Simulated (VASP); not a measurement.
A run of VASP 6.6.1:

Contents of INCAR:

```
SYSTEM = C
PREC = Accurate
ENCUT = 520
EDIFF = 1E-6
ISMEAR = 0
SIGMA = 0.05
LREAL = .FALSE.
LASPH = .TRUE.
NELM = 100
ALGO = Normal
ISIF = 2
LWAVE = .FALSE.
LCHARG = .FALSE.
GGA = PE
NBANDS = 11
```

The input KPOINTS:

```
Automatic mesh
0
G
  12 12 12
  0 0 0
```

POSCAR

```
C
1.0
    0.0000000000      1.7834000000      1.8547360000
    1.7834000000      0.0000000000      1.8547360000
    1.7834000000      1.7834000000      0.0000000000
C
2
Direct
    0.5000000000      0.5000000000      0.5000000000
    0.7500000000      0.7500000000      0.7500000000
```

Potentials or basis: VASP PAW PBE potentials, release 64 (C).

The run is started by

```console
$ cat potpaw_PBE.64/C/POTCAR > POTCAR
$ mpirun -np 1 vasp_std > vasp.out
```

Hardware: 1 thread of Intel(R) Xeon(R) Platinum 8259CL CPU @ 2.50GHz (Skylake/Cascade Lake), on a shared host.

How long does it take, and how much memory?

Wall time 18 s on 1 thread of Intel(R) Xeon(R) Platinum 8259CL CPU @ 2.50GHz (Skylake/Cascade Lake), on a shared host, peak memory 0.12 GiB. Counts: scf iterations 11, k points 163.
